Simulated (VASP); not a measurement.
Here is a VASP 6.6.1 calculation.

File INCAR:

```
SYSTEM = Cl
ALGO = Normal
EDIFF = 1E-7
ENCUT = 520
GGA = PS
ISIF = 2
ISMEAR = 0
LASPH = .TRUE.
LCHARG = .TRUE.
LELF = .TRUE.
LREAL = Auto
LVHAR = .TRUE.
LWAVE = .FALSE.
NBANDS = 66
NELM = 60
PREC = Accurate
SIGMA = 0.05
```

Contents of KPOINTS:

```
k-points
0
G
  4 4 4
  0 0 0
```

POSCAR

```
Cl
1.0
    0.0000000000      7.7601932729      0.0000000000
    6.8819898072     -3.8800966364      0.0000000000
    0.0000000000      0.0000000000     -8.0110241279
Cl
15
Direct
    0.3693474011      0.5000000000      0.9956372661
    0.9381189400     -0.0008339203      0.8883175703
    0.4389528604      0.0008339203      0.8883175703
    0.7629653821      0.5000000000      0.5217907828
    0.1207810016      0.5000000000      0.7074510854
    0.6775496870     -0.0204906382      0.6118062672
    0.1980403252      0.0204906382      0.6118062672
    0.6306525989      0.5000000000      0.0043627339
    0.0000000000      0.5000000000      0.0000000000
    0.5610471396     -0.0008339203      0.1116824297
    0.0618810600      0.0008339203      0.1116824297
    0.8792189984      0.5000000000      0.2925489146
    0.2370346179      0.5000000000      0.4782092172
    0.8019596748     -0.0204906382      0.3881937328
    0.3224503130      0.0204906382      0.3881937328
```

Potentials or basis: VASP PAW PBE potentials, release 64 (Cl).

Command:

```sh
$ cat potpaw_PBE.64/Cl/POTCAR > POTCAR
$ mpirun -np 1 vasp_std > vasp.out
```

Problem. Estimate the pressure.

Solution. -0.1 GPa.

Problem. What does it give for the largest force?

Solution. 0.149 eV/Å.

Stress tensor (GPa, compression positive):
```
 0.39  0.00  0.00
 0.00 -0.45 -0.40
 0.00 -0.40 -0.32
```

Caveat: the PAW data sets were made with another functional, which shifts forces and pressure a little; an odd number of electrons without spin polarisation forces a metal; a magnetic or distorted state may lie lower.
